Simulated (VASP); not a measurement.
# H2 in VASP: a series of runs

H2 is run at these levels: PBEsol; tasks: single point, relaxation of the atoms.

Program: VASP 6.6.1. These are calculated values, not measurements. Logs are shortened: lines on timing, memory, paths and dates and some standing lists are left out, and cuts for length are marked.

### 1 The cell of the first run

The cell holds a molecule in a box, 2 atoms: a = 9.000 Å, b = 9.500 Å, c = 10.000 Å, α = 90.00°, β = 90.00°, γ = 90.00°.

### 2 Single point, PBEsol

Contents of INCAR:

```
ALGO = Normal
EDIFF = 1E-6
ENCUT = 520
GGA = PS
ISIF = 2
ISMEAR = 1
LASPH = T
LCHARG = F
LREAL = F
LWAVE = F
NBANDS = 8
NELM = 100
PREC = Accurate
SIGMA = 0.05
```

Contents of KPOINTS:

```
k-points
0
Gamma
  1 1 1
```

Contents of POSCAR:

```
H
1.0
    9.0000000000      0.0000000000      0.0000000000
    0.0000000000      9.5000000000      0.0000000000
    0.0000000000      0.0000000000     10.0000000000
H
2
Direct
    0.5000000000      0.5000000000      0.4621113971
    0.5000000000      0.5000000000      0.5378886029
```

Potentials or basis: VASP PAW PBE potentials, release 64 (H).

The run is started by

```sh
cat potpaw_PBE.64/H/POTCAR > POTCAR
mpirun -np 1 vasp_gam > vasp.out
```

OUTCAR:

```text
EDIFF = 1E-6
   ENCUT = 520
   GGA = PS
   ISIF = 2
   ISMEAR = 1
   LASPH = T
   LREAL = F
   NELM = 100
   PREC = Accurate

 ion  position               nearest neighbor table
   1  0.500  0.500  0.462-   2 0.76
   2  0.500  0.500  0.538-   1 0.76

  LATTYP: Found a simple orthorhombic cell.
 ALAT       =     9.0000000000
 B/A-ratio  =     1.0555555556
 C/A-ratio  =     1.1111111111

  Lattice vectors:

 A1 = (   9.0000000000,   0.0000000000,   0.0000000000)
 A2 = (   0.0000000000,   9.5000000000,   0.0000000000)
 A3 = (   0.0000000000,   0.0000000000,  10.0000000000)

Analysis of symmetry for initial positions (statically):
=====================================================================
 Subroutine PRICEL returns:
 Original cell was already a primitive cell.

 Routine SETGRP: Setting up the symmetry group for a
 simple orthorhombic supercell.

 Subroutine GETGRP returns: Found  8 space group operations
 (whereof  8 operations were pure point group operations)
 out of a pool of  8 trial point group operations.

The static configuration has the point symmetry D_2h.

Analysis of symmetry for dynamics (positions and initial velocities):
=====================================================================
 Subroutine PRICEL returns:
 Original cell was already a primitive cell.

 Routine SETGRP: Setting up the symmetry group for a
 simple orthorhombic supercell.

 Subroutine GETGRP returns: Found  8 space group operations
 (whereof  8 operations were pure point group operations)
 out of a pool of  8 trial point group operations.

The dynamic configuration has the point symmetry D_2h.

 Subroutine INISYM returns: Found  8 space group operations
 (whereof  8 operations are pure point group operations),
 and found     1 'primitive' translations

----------------------------------------------------------------------------------------

                                     Primitive cell

  volume of cell :     855.0000

  direct lattice vectors                    reciprocal lattice vectors
     9.000000000  0.000000000  0.000000000     0.111111111  0.000000000  0.000000000
[... 53 lines left out ...]
   PREC   = accura    normal or accurate (medium, high low for compatibility)
   ISTART =      0    job   : 0-new  1-cont  2-samecut
   ICHARG =      2    charge: 1-file 2-atom 10-const
   ISPIN  =      1    spin polarized calculation?
   LNONCOLLINEAR =      F non collinear calculations
   LSORBIT =      F    spin-orbit coupling
   LASPH  =      T    aspherical Exc in radial PAW
   ENCUT  =  520.0 eV  38.22 Ry    6.18 a.u.  16.73 17.66 18.59*2*pi/ulx,y,z
   NELM   =    100;   NELMIN=  2; NELMDL= -5     # of ELM steps
   EDIFF  = 0.1E-05   stopping-criterion for ELM
   LREAL  =      F    real-space projection
   EDIFFG = 0.1E-04   stopping-criterion for IOM
   NSW    =      0    number of steps for IOM
   IBRION =     -1    ionic relax: 0-MD 1-quasi-New 2-CG
   NFREE  =      0    steps in history (QN), initial steepest desc. (CG)
   ISIF   =      2    stress and relaxation
   ISYM   =      2    0-nonsym 1-usesym 2-fastsym
   POTIM  = 0.5000    time-step for ionic-motion
   TEBEG  =    0.0;   TEEND  =   0.0 temperature during run
   PSTRESS=    0.0 pullay stress
   NELECT =       2.0000    total number of electrons
   NUPDOWN=      -1.0000    fix difference up-down
   EMIN   =  10.00;   EMAX   =-10.00  energy-range for DOS
   EFERMI =   0.00;   METHOD = LEGACY
   ISMEAR =     1;   SIGMA  =   0.05  broadening in eV -4-tet -1-fermi 0-gaus
   EFERMI_NEDOS =   21; number of points for ismear=-14 and -15
   IALGO  =     38    algorithm
   IMIX   =      4    mixing-type and parameters
     AMIX     =   0.40;   BMIX     =  1.00
     AMIX_MAG =   1.60;   BMIX_MAG =  1.00
  volume/ion in A,a.u.               =     427.50      2884.91
  Fermi-wavevector in a.u.,A,eV,Ry     =   0.217318  0.410672  0.642565  0.047227
  Thomas-Fermi vector in A             =   0.994036
   LORBIT       =      0    0 simple, 1 ext, 2 COOP (PROOUT), +10 PAW based schemes
   GGA     = PS    functional components
   LHFCALC =     F    Hartree Fock is set to
   AEXX    =    0.0000 exact exchange contribution
   IVDW    =     0    specifies the selected vdW correction
   LEPSILON=     F    determine dielectric tensor
   LRPA    =     F    only Hartree local field effects (RPA)
 non-spin polarized calculation
 Methfessel and Paxton  Order N= 1 SIGMA  =   0.05
  energy-cutoff  :      520.00
  volume of cell :      855.00
 maximum number of plane-waves:     11510
 NGX is ok and might be reduce to    70
   NGX = 33   NGY = 35   NGZ = 37

 number of electron       2.0000001 magnetization

 Free energy of the ion-electron system (eV)
  ---------------------------------------------------
  ext. energy  EPLUGINS =         0.00000000
  ---------------------------------------------------
  free energy    TOTEN  =        -6.51055021 eV

  energy without entropy =       -6.51344916  energy(sigma->0) =       -6.51151652

 E-fermi : -10.0655     XC(G=0):  -0.4279

 val. band max:      -10.1075560211   @ k =   0.0000   0.0000   0.0000
 cond. band min:      -0.1690451626   @ k =   0.0000   0.0000   0.0000
 fundamental gap:      9.9385108585
 Fermi energy:       -10.0654619103

 k-point     1 :       0.0000    0.0000    0.0000
  band No.  band energies     occupation
      1     -10.1076      2.00000
      2      -0.1690      0.00000
      3       0.4259      0.00000
      4       1.0756      0.00000
      5       1.2082      0.00000
      6       1.3623      0.00000
      7       1.5283      0.00000
      8       1.7254      0.00000

------------------------ aborting loop because EDIFF is reached ----------------------------------------

  FORCE on cell =-STRESS in cart. coord.  units (eV):
  Direction    XX          YY          ZZ          XY          YZ          ZX
  --------------------------------------------------------------------------------------
  -------------------------------------------------------------------------------------
  Total       -0.0254616     -0.0247347     -0.0160256      0.0000000      0.0000000      0.0000000
  in kB       -0.0477122     -0.0463501     -0.0300302      0.0000000      0.0000000      0.0000000
  external PRESSURE =      -0.0413642 kB  Pullay stress =       0.0000000 kB

 VOLUME and BASIS-vectors are now :
 -----------------------------------------------------------------------------
  energy-cutoff  :      520.00
  volume of cell :      855.00
      direct lattice vectors                 reciprocal lattice vectors
     9.000000000  0.000000000  0.000000000     0.111111111  0.000000000  0.000000000
     0.000000000  9.500000000  0.000000000     0.000000000  0.105263158  0.000000000
     0.000000000  0.000000000 10.000000000     0.000000000  0.000000000  0.100000000

 POSITION                                       TOTAL-FORCE (eV/Angst)
 -----------------------------------------------------------------------------------
      4.50000      4.75000      4.62111         0.000000      0.000000     -0.019726
      4.50000      4.75000      5.37889         0.000000      0.000000      0.019726
 -----------------------------------------------------------------------------------
    total drift:                                0.000000      0.000000      0.000000

  FREE ENERGIE OF THE ION-ELECTRON SYSTEM (eV)
  ---------------------------------------------------
  free  energy   TOTEN  =        -6.5105502054 eV

  energy  without entropy=       -6.5134491581  energy(sigma->0) =       -6.51151652
```

stdout:

```text
POSCAR found type information on POSCAR H
 POSCAR found :  1 types and       2 ions
 scaLAPACK will be used
 -----------------------------------------------------------------------------
|                                                                             |
|                                                                             |
|     You enforced a specific xc type in the INCAR file but a different       |
|     I HOPE YOU KNOW WHAT YOU ARE DOING!                                     |
|                                                                             |
 -----------------------------------------------------------------------------

 LDA part: xc-table for (Slater+PW92), standard interpolation
 POSCAR, INCAR and KPOINTS ok, starting setup
 FFT: planning ... GRIDC
 FFT: planning ... GRID_SOFT
 FFT: planning ... GRID
 WAVECAR not read
 entering main loop
```

Run time: 50 s. Hardware: 1 thread of Intel Xeon 8259CL, shared host; peak memory 0.65 GiB.

Results:

| Quantity | Value |
| --- | --- |
| Free energy | -6.5106 eV |
| Largest force | 0.020 eV/Å |
| Gap between the frontier levels | 9.94 eV |

Forces on the atoms (eV/Å):
```
H    0.000  0.000 -0.020
H    0.000  0.000  0.020
```

Caveat: the PAW data sets were made with another functional, which shifts forces and pressure a little.

### 3 Relaxation of the atoms, PBEsol

Contents of INCAR:

```
SYSTEM = H
ALGO     = Normal         ! electronic algorithm
EDIFF    = 1E-7           ! SCF threshold, eV
EDIFFG   = -0.03          ! ionic threshold
ENCUT    = 520            ! plane-wave cutoff, eV
GGA      = PS             ! functional
IBRION   = 2              ! ionic algorithm
ISIF     = 2              ! what is computed and relaxed
ISMEAR   = 1              ! smearing method
LASPH    = .True.         ! aspherical terms in the spheres
LCHARG   = .False.        ! write CHGCAR
LREAL    = .False.        ! projectors in reciprocal space
LWAVE    = .False.        ! write WAVECAR
NELM     = 80             ! most SCF steps
NSW      = 60             ! ionic steps
PREC     = Accurate       ! precision mode
SIGMA    = 0.05           ! smearing width, eV
```

Contents of KPOINTS:

```
k-points
0
Gamma
  1 1 1
  0 0 0
```

Contents of POSCAR:

```
H
1.0
    9.0000000000      0.0000000000      0.0000000000
    0.0000000000      9.5000000000      0.0000000000
    0.0000000000      0.0000000000     10.0000000000
H
2
Direct
    0.5000000000      0.5000000000      0.4625000000
    0.5000000000      0.5000000000      0.5375000000
```

Potentials or basis: VASP PAW PBE potentials, release 64 (H).

The run is started by

```sh
cat potpaw_PBE.64/H/POTCAR > POTCAR
mpirun -np 1 vasp_gam > vasp.out
```

It took 2 min on 1 thread of Intel Xeon 8259CL, shared host; peak memory 0.76 GiB.

It converged, with:

```
Free energy                     : -6.5106 eV
Energy gained by relaxing       : 0.6 meV/atom
Ionic steps                     : 3
Gap between the frontier levels : 9.94 eV
```

Step by step:
```csv
step,energy change (eV),largest force (eV/Å),pressure (GPa)
1,0.0000,0.2862,0.01
2,0.0047,0.6031,-0.03
3,-0.0012,0.0002,-0.01
```

Final structure:
```yaml
crystal:
  lattice:
    - [9.00000, 0.00000, 0.00000]
    - [0.00000, 9.50000, 0.00000]
    - [0.00000, 0.00000, 10.00000]
  atoms:
    - { symbol: H, position: [0.50000, 0.50000, 0.46208] }
    - { symbol: H, position: [0.50000, 0.50000, 0.53792] }
```

Levels at points of the mesh, in eV from the valence-band top:
```
           k point  band 1  band 2  band 3  band 4  band 5
(0.00, 0.00, 0.00)    0.00    9.94   10.53   11.18   11.31
```

Caveat: the PAW data sets were made with another functional, which shifts forces and pressure a little.
